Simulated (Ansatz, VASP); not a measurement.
**One calculation of S, two programs**

INCAR

```
PREC = Accurate
ENCUT = 500
EDIFF = 1E-6
ISMEAR = 0
SIGMA = 0.1
LREAL = F
LASPH = T
NELM = 120
ALGO = Normal
ISIF = 2
LWAVE = F
LCHARG = F
GGA = PE
NBANDS = 13
GGA_COMPAT = F
```

Contents of KPOINTS:

```
Automatic mesh
0
Gamma
  6 6 6
```

File POSCAR:

```
S
1.0
    0.0000000000      2.7786833781      2.7786833781
    2.7786833781      0.0000000000      2.7786833781
    2.7786833781      2.7786833781      0.0000000000
S
2
Direct
    0.5000000000      0.5000000000      0.5000000000
    0.7500000000      0.7500000000      0.7500000000
```

Input for Ansatz:

```yaml
crystal:
  lattice:
    - [0.0, 2.7786833781, 2.7786833781]
    - [2.7786833781, 0.0, 2.7786833781]
    - [2.7786833781, 2.7786833781, 0.0]
  atoms:
    - { symbol: S, position: [0.5, 0.5, 0.5] }
    - { symbol: S, position: [0.75, 0.75, 0.75] }
basis:
  ecutwfc: 420
kpoints:
  mp_grid: { grid: [6, 6, 6] }
hamiltonian:
  xc: pbe
scf:
  occupations: { method: gaussian, width: 0.1 }
output:
  forces: true
  stress: true
  eigenvalues: true
```

Alike in both runs: task single point; functional PBE; k mesh 6 × 6 × 6; occupations gaussian, width 0.1 eV; no spin polarisation.

|  | VASP | Ansatz |
| --- | --- | --- |
| version | VASP 6.6.1 | Ansatz 0.2.0 |
| potentials or method | VASP PAW PBE potentials, release 64 (S), cutoff 500 eV | scalar-relativistic, plane waves, PAW |
| valence electrons in the cell | 12 | 12 |

Ansatz gave:

```
gap on the k mesh at the Fermi level (eV) : none
pressure (GPa)                            : 6.2
```

**Question.** Estimate VASP's values.

**Answer.** gap on the k mesh at the Fermi level (eV): none; pressure (GPa): 6.1.

A gap of «none» marks a metal or a gap that the smearing closes.
